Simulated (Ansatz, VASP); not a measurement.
**InSb in VASP and in Ansatz**

The input INCAR:

```
ALGO = Normal ; EDIFF = 1E-7
ENCUT = 520 ; GGA = RE
ISIF = 2 ; ISMEAR = 0
LASPH = True ; LCHARG = False
LREAL = False ; LWAVE = False
NBANDS = 16 ; NELM = 100
PREC = Accurate ; SIGMA = 0.05
```

File KPOINTS:

```
k-points
0
Gamma
  6 6 6
```

Contents of POSCAR:

```
InSb
1.0
    0.0000000000      3.3258218984      3.3258218984
    3.3258218984      0.0000000000      3.3258218984
    3.3258218984      3.3258218984      0.0000000000
In Sb
1 1
Direct
    0.0000000000      0.0000000000      0.0000000000
    0.7500000000      0.7500000000      0.7500000000
```

Input for Ansatz:

```yaml
crystal:
  lattice:
    - [0.0, 3.3258218984, 3.3258218984]
    - [3.3258218984, 0.0, 3.3258218984]
    - [3.3258218984, 3.3258218984, 0.0]
  atoms:
    - { symbol: In, position: [0.0, 0.0, 0.0] }
    - { symbol: Sb, position: [0.75, 0.75, 0.75] }
basis:
  ecutwfc: 420
  ecutrho_ratio: 4
kpoints:
  mp_grid: { grid: [6, 6, 6] }
hamiltonian:
  xc: revpbe
scf:
  occupations: { method: gaussian, width: 0.05 }
output:
  forces: true
  stress: true
  eigenvalues: true
```

Alike in both runs: task single point; functional revPBE; k mesh 6 × 6 × 6; occupations gaussian, width 0.05 eV; no spin polarisation.

```csv
,VASP,Ansatz
version,VASP 6.6.1,Ansatz 0.2.0
potentials or method,"VASP PAW PBE potentials, release 64 (In_d, Sb), cutoff 520 eV","scalar-relativistic, plane waves, PAW"
valence electrons in the cell,18,28
```

|  | VASP | Ansatz | Ansatz less VASP |
| --- | --- | --- | --- |
| gap on the k mesh at the Fermi level (eV) | none | none | - |
| pressure (GPa) | 0.7 | 0.7 | +0.02 |

VASP's potentials were made for PBE, not for revPBE. A gap of «none» marks a metal or a gap that the smearing closes. The functional is the same, so the differences come from potentials, cutoffs and numerics. VASP's potentials hold 18 valence electrons a cell and Ansatz's 28, so a difference there can come from the potentials and not from the codes.

Neither program's run includes spin-orbit coupling.
